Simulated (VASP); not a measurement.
# MgTaN (P4/nmm) in VASP: single point with PBE

Aim: the single point of MgTaN with PBE.

Everything below comes from runs of VASP 6.6.1. Logs are shortened: lines on timing, memory, paths and dates and some standing lists are left out, and cuts for length are marked.

**1. The cell of the first run**

It takes space group P4/nmm (No. 129, tetragonal). Conventional cell: a = 3.079 Å, b = 3.079 Å, c = 7.796 Å, α = 90.00°, β = 90.00°, γ = 90.00°. Within 2.9 Å of Mg (site symmetry 4mm) lie 1 N at 2.21 Å and 4 Mg at 2.68 Å and 4 Ta at 2.85 Å. Within 2.9 Å of Ta (site symmetry 4mm) lie 5 N at 2.20 to 2.21 Å and 4 Mg at 2.85 Å. Within 2.9 Å of N (site symmetry 4mm) lie 5 Ta at 2.20 to 2.21 Å and 1 Mg at 2.21 Å and 4 N at 2.84 Å.

**2. Single point, PBE**

The input, POSCAR:

```
MgTaN
1.0
    3.0792650000      0.0000000000      0.0000000000
    0.0000000000      3.0792650000      0.0000000000
    0.0000000000      0.0000000000      7.7956070000
Mg Ta N
2 2 2
Direct
    0.0000000000      0.5000000000      0.9000000000
    0.5000000000      0.0000000000      0.1000000000
    0.0000000000      0.5000000000      0.3350000000
    0.5000000000      0.0000000000      0.6650000000
    0.0000000000      0.5000000000      0.6170000000
    0.5000000000      0.0000000000      0.3830000000
```

The input, INCAR.step1:

```
SYSTEM = MgTaN
PREC = Accurate
ENCUT = 520
EDIFF = 1E-6
ISMEAR = -1
SIGMA = 0.0414
LREAL = .FALSE.
LASPH = .TRUE.
NELM = 80
ALGO = Normal
ISIF = 2
LWAVE = .FALSE.
LCHARG = .TRUE.
LMAXMIX = 4
GGA = PE
NBANDS = 27
```

The input, KPOINTS.step1:

```
Automatic mesh
0
G
  11 11 5
  0 0 0
```

The input, INCAR.step2:

```
SYSTEM = MgTaN
PREC = Accurate
ENCUT = 520
EDIFF = 1E-6
ISMEAR = -5
SIGMA = 0.0414
LREAL = .FALSE.
LASPH = .TRUE.
NELM = 80
ALGO = Normal
ISIF = 2
LWAVE = .FALSE.
LCHARG = .FALSE.
LMAXMIX = 4
GGA = PE
LORBIT = 11
NEDOS = 2001
ICHARG = 11
```

The input, KPOINTS.step2:

```
Automatic mesh
0
G
  17 17 8
  0 0 0
```

Potentials or basis: VASP PAW PBE potentials, release 64 (Mg, Ta_pv, N).

On the command line:

```
cat potpaw_PBE.64/Mg/POTCAR potpaw_PBE.64/Ta_pv/POTCAR potpaw_PBE.64/N/POTCAR > POTCAR
cp INCAR.step1 INCAR
cp KPOINTS.step1 KPOINTS
mpirun -np 1 vasp_std > vasp.out
cp INCAR.step2 INCAR
cp KPOINTS.step2 KPOINTS
mpirun -np 1 vasp_std > vasp.out
```

OUTCAR:

```text
SYSTEM = MgTaN
   PREC = Accurate
   ENCUT = 520
   EDIFF = 1E-6
   ISMEAR = -5
   LREAL = .FALSE.
   LASPH = .TRUE.
   NELM = 80
   ISIF = 2
   GGA = PE
   LORBIT = 11
   ICHARG = 11

 ion  position               nearest neighbor table
   1  0.000  0.500  0.900-   5 2.21   2 2.68   2 2.68   2 2.68   2 2.68   4 2.85   4 2.85   4 2.85
                             4 2.85   3 3.39
   2  0.500  0.000  0.100-   6 2.21   1 2.68   1 2.68   1 2.68   1 2.68   3 2.85   3 2.85   3 2.85
                             3 2.85   4 3.39
   3  0.000  0.500  0.335-   5 2.20   6 2.21   6 2.21   6 2.21   6 2.21   2 2.85   2 2.85   2 2.85
                             2 2.85   4 3.37   4 3.37   4 3.37   4 3.37   1 3.39
   4  0.500  0.000  0.665-   6 2.20   5 2.21   5 2.21   5 2.21   5 2.21   1 2.85   1 2.85   1 2.85
                             1 2.85   3 3.37   3 3.37   3 3.37   3 3.37   2 3.39
   5  0.000  0.500  0.617-   3 2.20   1 2.21   4 2.21   4 2.21   4 2.21   4 2.21
   6  0.500  0.000  0.383-   4 2.20   2 2.21   3 2.21   3 2.21   3 2.21   3 2.21

  LATTYP: Found a simple tetragonal cell.
 ALAT       =     3.0792650000
 C/A-ratio  =     2.5316453764

  Lattice vectors:

 A1 = (   3.0792650000,   0.0000000000,   0.0000000000)
 A2 = (   0.0000000000,   3.0792650000,   0.0000000000)
 A3 = (   0.0000000000,   0.0000000000,   7.7956070000)

Analysis of symmetry for initial positions (statically):
=====================================================================
 Subroutine PRICEL returns:
 Original cell was already a primitive cell.

 Routine SETGRP: Setting up the symmetry group for a
 simple tetragonal supercell.

 Subroutine GETGRP returns: Found 16 space group operations
 (whereof  8 operations were pure point group operations)
 out of a pool of 16 trial point group operations.

The static configuration has the point symmetry D_2d.
 The point group associated with its full space group is D_4h.

Analysis of symmetry for dynamics (positions and initial velocities):
=====================================================================
 Subroutine PRICEL returns:
 Original cell was already a primitive cell.

 Routine SETGRP: Setting up the symmetry group for a
 simple tetragonal supercell.

 Subroutine GETGRP returns: Found 16 space group operations
 (whereof  8 operations were pure point group operations)
 out of a pool of 16 trial point group operations.

The dynamic configuration has the point symmetry D_2d.
 The point group associated with its full space group is D_4h.

 Subroutine INISYM returns: Found 16 space group operations
 (whereof  8 operations are pure point group operations),
 and found     1 'primitive' translations

----------------------------------------------------------------------------------------

                                     Primitive cell

  volume of cell :      73.9170

  direct lattice vectors                    reciprocal lattice vectors
     3.079265000  0.000000000  0.000000000     0.324752823  0.000000000  0.000000000
     0.000000000  3.079265000  0.000000000     0.000000000  0.324752823  0.000000000
     0.000000000  0.000000000  7.795607000     0.000000000  0.000000000  0.128277375

  length of vectors
     3.079265000  3.079265000  7.795607000     0.324752823  0.324752823  0.128277375

  position of ions in fractional coordinates (direct lattice)
     0.000000000  0.500000000  0.900000000
     0.500000000  0.000000000  0.100000000
     0.000000000  0.500000000  0.335000000
     0.500000000  0.000000000  0.665000000
     0.000000000  0.500000000  0.617000000
     0.500000000  0.000000000  0.383000000

  ion indices of the primitive-cell ions
   primitive index   ion index
                 1           1
                 2           2
                 3           3
                 4           4
                 5           5
                 6           6

----------------------------------------------------------------------------------------

 KPOINTS: Automatic mesh

Automatic generation of k-mesh.
 Grid dimensions read from file:
 generate k-points for:   17   17    8

 Generating k-lattice:

  Cartesian coordinates                     Fractional coordinates (reciprocal lattice)
     0.019103107  0.000000000  0.000000000     0.058823529  0.000000000  0.000000000
     0.000000000  0.019103107  0.000000000     0.000000000  0.058823529  0.000000000
     0.000000000  0.000000000  0.016034672     0.000000000  0.000000000  0.125000000

  Length of vectors
     0.019103107  0.019103107  0.016034672

  Shift w.r.t. Gamma in fractional coordinates (k-lattice)
     0.000000000  0.000000000  0.000000000

 TETIRR: Found   3460 inequivalent tetrahedra from    13872

 Subroutine IBZKPT returns following result:
 ===========================================

 Found    225 irreducible k-points:

 Following reciprocal coordinates:
            Coordinates               Weight
  0.000000  0.000000  0.000000      1.000000
  0.058824  0.000000  0.000000      4.000000
  0.117647  0.000000  0.000000      4.000000
  0.176471  0.000000  0.000000      4.000000
  0.235294  0.000000  0.000000      4.000000
  0.294118  0.000000  0.000000      4.000000
[... 16 lines left out ...]
  0.411765  0.117647  0.000000      8.000000
  0.470588  0.117647  0.000000      8.000000
 [... further k-points ...]
   k-points           NKPTS =    225   k-points in BZ     NKDIM =    225   number of bands    NBANDS=     22
   number of dos      NEDOS =   2001   number of ions     NIONS =      6
   total plane-waves  NPLWV =  34560
   dimension x,y,z NGX =    24 NGY =   24 NGZ =   60
   dimension x,y,z NGXF=    48 NGYF=   48 NGZF=  120
   ions per type =               2   2   2
   NGX,Y,Z   is equivalent  to a cutoff of  12.96, 12.96, 12.80 a.u.
   NGXF,Y,Z  is equivalent  to a cutoff of  25.91, 25.91, 25.59 a.u.
 SYSTEM =  MgTaN
   PREC   = accura    normal or accurate (medium, high low for compatibility)
   ISTART =      0    job   : 0-new  1-cont  2-samecut
   ICHARG =     11    charge: 1-file 2-atom 10-const
   ISPIN  =      1    spin polarized calculation?
   LNONCOLLINEAR =      F non collinear calculations
   LSORBIT =      F    spin-orbit coupling
   LASPH  =      T    aspherical Exc in radial PAW
   ENCUT  =  520.0 eV  38.22 Ry    6.18 a.u.   5.73  5.73 14.49*2*pi/ulx,y,z
   NELM   =     80;   NELMIN=  2; NELMDL=  0     # of ELM steps
   EDIFF  = 0.1E-05   stopping-criterion for ELM
   LREAL  =      F    real-space projection
   EDIFFG = 0.1E-04   stopping-criterion for IOM
   NSW    =      0    number of steps for IOM
   IBRION =     -1    ionic relax: 0-MD 1-quasi-New 2-CG
   NFREE  =      0    steps in history (QN), initial steepest desc. (CG)
   ISIF   =      2    stress and relaxation
   ISYM   =      2    0-nonsym 1-usesym 2-fastsym
   POTIM  = 0.5000    time-step for ionic-motion
   TEBEG  =    0.0;   TEEND  =   0.0 temperature during run
   PSTRESS=    0.0 pullay stress
   NELECT =      36.0000    total number of electrons
   NUPDOWN=      -1.0000    fix difference up-down
   EMIN   =  10.00;   EMAX   =-10.00  energy-range for DOS
   EFERMI =   0.00;   METHOD = LEGACY
   ISMEAR =    -5;   SIGMA  =   0.04  broadening in eV -4-tet -1-fermi 0-gaus
   EFERMI_NEDOS =   21; number of points for ismear=-14 and -15
   IALGO  =     38    algorithm
   IMIX   =      4    mixing-type and parameters
     AMIX     =   0.40;   BMIX     =  1.00
     AMIX_MAG =   1.60;   BMIX_MAG =  1.00
  volume/ion in A,a.u.               =      12.32        83.14
  Fermi-wavevector in a.u.,A,eV,Ry     =   1.288035  2.434033 22.572528  1.659034
  Thomas-Fermi vector in A             =   2.420013
   LORBIT       =     11    0 simple, 1 ext, 2 COOP (PROOUT), +10 PAW based schemes
   GGA     = PE    functional components
   LHFCALC =     F    Hartree Fock is set to
   AEXX    =    0.0000 exact exchange contribution
   IVDW    =     0    specifies the selected vdW correction
   LEPSILON=     F    determine dielectric tensor
   LRPA    =     F    only Hartree local field effects (RPA)
 non-spin polarized calculation
 Fermi weights with tetrahedron method with Bloechl corrections
  energy-cutoff  :      520.00
  volume of cell :       73.92
 maximum number of plane-waves:      2025
 NGX is ok and might be reduce to    24

 number of electron      36.0000003 magnetization

 Free energy of the ion-electron system (eV)
  ---------------------------------------------------
  ext. energy  EPLUGINS =         0.00000000
  ---------------------------------------------------
  free energy    TOTEN  =       -45.47260194 eV

  energy without entropy =      -45.47260194  energy(sigma->0) =      -45.47260194

 E-fermi :   7.0458     XC(G=0): -11.9113

 val. band max:        7.1188152803   @ k =   0.3529   0.1176   0.0000
 cond. band min:       7.0290004786   @ k =   0.4118   0.2941   0.1250
 fundamental gap:     -0.0898148017
 Fermi energy:         7.0457877825

 k-point     1 :       0.0000    0.0000    0.0000
  band No.  band energies     occupation
      1     -28.6434      2.00000
      2     -28.4116      2.00000
      3     -28.3820      2.00000
      4     -28.3820      2.00000
      5     -28.3282      2.00000
      6     -28.3282      2.00000
[... 14 lines left out ...]
     21       8.6696      0.00000
     22       8.8170      0.00000

 k-point     2 :       0.0588    0.0000    0.0000
  band No.  band energies     occupation
      1     -28.6411      2.00000
      2     -28.4216      2.00000
      3     -28.3888      2.00000
      4     -28.3796      2.00000
      5     -28.3444      2.00000
      6     -28.3267      2.00000
[... 14 lines left out ...]
     21       8.6981      0.00000
     22       8.7225      0.00000
[... 523 lines left out ...]
     21       9.2518      0.00000
     22       9.3486      0.00000

 k-point    24 :       0.4706    0.1176    0.0000
  band No.  band energies     occupation
      1     -28.8425      2.00000
      2     -28.8409      2.00000
      3     -28.4617      2.00000
      4     -28.4440      2.00000
      5     -28.3590      2.00000
      6     -28.3541      2.00000
[... 14 lines left out ...]
     21       9.4927      0.00000
     22       9.5291      0.00000

 [... further k-points ...]

------------------------ aborting loop because EDIFF is reached ----------------------------------------

  FORCE on cell =-STRESS in cart. coord.  units (eV):
  Direction    XX          YY          ZZ          XY          YZ          ZX
  --------------------------------------------------------------------------------------
  -------------------------------------------------------------------------------------
  Total        2.9778697      2.9778697     10.2567381      0.0000000      0.0000000      0.0000000
  in kB       64.5464276     64.5464276    222.3185899      0.0000000      0.0000000      0.0000000
  external PRESSURE =     117.1371484 kB  Pullay stress =       0.0000000 kB

 VOLUME and BASIS-vectors are now :
 -----------------------------------------------------------------------------
  energy-cutoff  :      520.00
  volume of cell :       73.92
      direct lattice vectors                 reciprocal lattice vectors
     3.079265000  0.000000000  0.000000000     0.324752823  0.000000000  0.000000000
     0.000000000  3.079265000  0.000000000     0.000000000  0.324752823  0.000000000
     0.000000000  0.000000000  7.795607000     0.000000000  0.000000000  0.128277375

 POSITION                                       TOTAL-FORCE (eV/Angst)
 -----------------------------------------------------------------------------------
      0.00000      1.53963      7.01605         0.000000      0.000000     -0.141563
      1.53963      0.00000      0.77956         0.000000      0.000000      0.141563
      0.00000      1.53963      2.61153         0.000000      0.000000      0.524520
      1.53963      0.00000      5.18408         0.000000     -0.000000     -0.524520
      0.00000      1.53963      4.80989         0.000000      0.000000     -0.341359
      1.53963      0.00000      2.98572         0.000000     -0.000000      0.341359
 -----------------------------------------------------------------------------------
    total drift:                                0.000000      0.000000      0.000000

  FREE ENERGIE OF THE ION-ELECTRON SYSTEM (eV)
  ---------------------------------------------------
  free  energy   TOTEN  =       -45.4726019387 eV

  energy  without entropy=      -45.4726019387  energy(sigma->0) =      -45.47260194

 total charge

# of ion       s       p       d       tot
------------------------------------------
    1        0.222   0.223   0.048   0.493
    2        0.222   0.223   0.048   0.493
    3        0.302   6.219   2.328   8.850
    4        0.302   6.219   2.328   8.850
    5        1.232   2.528   0.000   3.761
    6        1.232   2.528   0.000   3.761
--------------------------------------------------
tot          3.514  17.940   4.753  26.207
```

Wall time 6.9 min (1 thread of Intel Xeon 8259CL, shared host); peak memory 0.47 GiB.

Results:

```yaml
Valence_electrons_inside_the_program's_atomic_spheres: Mg 0.49; Ta 8.85; N 3.76
```

Caveat: spin-orbit coupling is left out, which moves the levels of the heavy elements; tetrahedron occupations give inexact forces and stress in metals.
